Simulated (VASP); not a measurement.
Ru: relaxation of cell and atoms with RPBE

The system is Ru.

```
Ru
1.0
     2.70580    0.00000    0.00000
    -1.35290    2.34329    0.00000
     0.00000    0.00000    4.28190
Ru
2
Cartesian
  1.3529 0.7811 3.2114
  0.0000 1.5622 1.0705
```

```json
{
 "Program": "VASP 6.6.1",
 "Task": "relaxation of cell and atoms",
 "Functional": "RPBE",
 "Potentials or basis": "VASP PAW PBE potentials, release 64 (Ru_pv)",
 "Cutoff": "600 eV",
 "k mesh": "11 × 11 × 6",
 "Occupations": "fermi-dirac, width 0.05 eV",
 "Spin": "no spin polarisation",
 "Dipole correction": "no",
 "Further INCAR settings": "ALGO = Normal; EDIFF = 1e-06; IBRION = 2; EDIFFG = -0.01; NSW = 80; ISIF = 3"
}
```

```
Relaxed volume                         : 13.96 Å³/atom
Relaxed cell                           : a = 2.732 Å, b = 2.732 Å, c = 4.319 Å, α = 90.00°, β = 90.00°, γ = 120.00°
Space group after relaxing (to 0.05 Å) : P6_3/mmc (No. 194)
Energy gained by relaxing              : 10.5 meV/atom
Ionic steps                            : 6
Pressure after relaxing                : 0.0 GPa
Band gap on the k mesh                 : zero (band 14 reaches 13.82 eV, above the bottom of band 15 at 10.90 eV)
```

The path:
```tsv
step	energy change (eV)	largest force (eV/Å)	pressure (GPa)	volume (Å³)
1	0.0000	0.0000	8.95	27.15
2	0.1309	0.0000	-19.36	30.24
3	-0.0209	0.0000	-0.26	27.95
4	-0.0209	0.0000	0.00	27.92
5	-0.0209	0.0000	-0.03	27.93
6	-0.0209	0.0000	-0.02	27.92
```

Final structure:
```
Ru
1.0
     2.73229    0.00000    0.00000
    -1.36615    2.36623    0.00000
     0.00000    0.00000    4.31925
Ru
2
Direct
  0.66667 0.33333 0.75000
  0.33333 0.66667 0.25000
```

Levels at points of the mesh, in eV from the Fermi level:
| k point | band 11 | band 12 | band 13 | band 14 | band 15 | band 16 | band 17 | band 18 |
| --- | --- | --- | --- | --- | --- | --- | --- | --- |
| (0.00, 0.00, 0.00) | -2.24 | -1.77 | -1.77 | -1.28 | -1.28 | 1.19 | 1.19 | 1.35 |
| (0.00, 0.00, 0.50) | -2.58 | -2.58 | -2.54 | -2.54 | 0.58 | 0.58 | 0.58 | 0.58 |

It took 100 s on 1 thread of Intel(R) Xeon(R) Platinum 8259CL CPU @ 2.50GHz (Skylake/Cascade Lake) (shared host), peak memory 0.18 GiB.

Caveat: the PAW data sets were made with another functional, which shifts forces and pressure a little. Zero-point motion and thermal expansion aren't in these numbers.
